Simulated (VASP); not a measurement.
A run of VASP 6.6.1 is set up as follows.

File INCAR:

```
SYSTEM = Li4Zr3O
PREC = Accurate
ENCUT = 520
EDIFF = 1E-6
ISMEAR = 0
SIGMA = 0.2
LREAL = .FALSE.
LASPH = .TRUE.
NELM = 100
ALGO = Normal
ISIF = 2
LWAVE = .FALSE.
LCHARG = .TRUE.
GGA = PE
LELF = .TRUE.
LVHAR = .TRUE.
NBANDS = 37
```

Contents of KPOINTS:

```
Automatic mesh
0
G
  6 6 1
  0 0 0
```

File POSCAR:

```
Li4Zr3O
1.0
    3.2122178987      0.0000000030      0.0000000000
   -1.6061089520      2.7818623013      0.0000000000
    0.0000000000      0.0000000000     17.5746020834
Li Zr O
4 3 1
Direct
    0.0000000000      0.0000000000      0.8522191167
    0.6666666667      0.3333333333      0.4437618732
    0.3333333333      0.6666666667      0.5832255823
    0.6666666667      0.3333333333      0.7153589244
    0.3333333333      0.6666666667     -0.0044236502
    0.6666666667      0.3333333333      0.1484456937
    0.3333333333      0.6666666667      0.2941523104
    0.0000000000      0.0000000000      0.0742601495
```

Potentials or basis: VASP PAW PBE potentials, release 64 (Li_sv, Zr_sv, O).

Command:

```bash
$ cat potpaw_PBE.64/Li_sv/POTCAR potpaw_PBE.64/Zr_sv/POTCAR potpaw_PBE.64/O/POTCAR > POTCAR
$ mpirun -np 1 vasp_std > vasp.out
```

Task: What does it give for the largest force?

Result: 0.101 eV/Å.

Task: Estimate the band gap on the k mesh.

Result: Zero (bands 27 and 28 overlap by 0.33 eV).

Forces in eV/Å, atoms in the order of the input:
```
Li   0.000  0.000  0.007
Li   0.000  0.000  0.029
Li   0.000  0.000 -0.017
Li   0.000  0.000  0.003
Zr   0.000  0.000 -0.038
Zr   0.000  0.000  0.101
Zr   0.000  0.000 -0.035
O    0.000  0.000 -0.050
```

Caveat: the k points lie up to 0.38 Å⁻¹ apart.
